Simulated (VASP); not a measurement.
Here is a VASP 6.6.1 calculation.

File INCAR:

```
PREC = Accurate ; ENCUT = 600
EDIFF = 1E-7 ; ISMEAR = 1
SIGMA = 0.1 ; LREAL = False
LASPH = True ; NELM = 80
ALGO = Normal ; ISIF = 3
LWAVE = False ; LCHARG = False
GGA = PS ; IBRION = 2
NSW = 80 ; EDIFFG = -0.03
```

The input KPOINTS:

```
regular mesh
0
Gamma
  6 6 4
```

Contents of POSCAR:

```
Te
1.0
    4.4540000000      0.0000000000      0.0000000000
   -2.2270000000      3.8572770000      0.0000000000
    0.0000000000      0.0000000000      5.9240000000
Te
3
Direct
    0.2690000000      0.0000000000      0.3333333333
    0.0000000000      0.2690000000      0.6666666667
    0.7310000000      0.7310000000      0.0000000000
```

Potentials or basis: VASP PAW PBE potentials, release 64 (Te).

Run with:

```sh
$ cat potpaw_PBE.64/Te/POTCAR > POTCAR
$ mpirun -np 1 vasp_std > vasp.out
```

Question: Predict the space group after relaxing (to 0.1 Å).

Answer: P3_121 (No. 152).

Question: Predict the relaxed volume.

Answer: 32.17 Å³/atom.

Question: What does it give for the band gap on the k mesh?

Answer: Zero (filled and empty bands touch).

Forces in eV/Å, atoms in the order of the input:
```
Te   0.003  0.000  0.000
Te  -0.002  0.003  0.000
Te  -0.002 -0.003  0.000
```

Caveat: the PAW data sets were made with another functional, which shifts forces and pressure a little; spin-orbit coupling is left out, which moves the levels of the heavy elements.
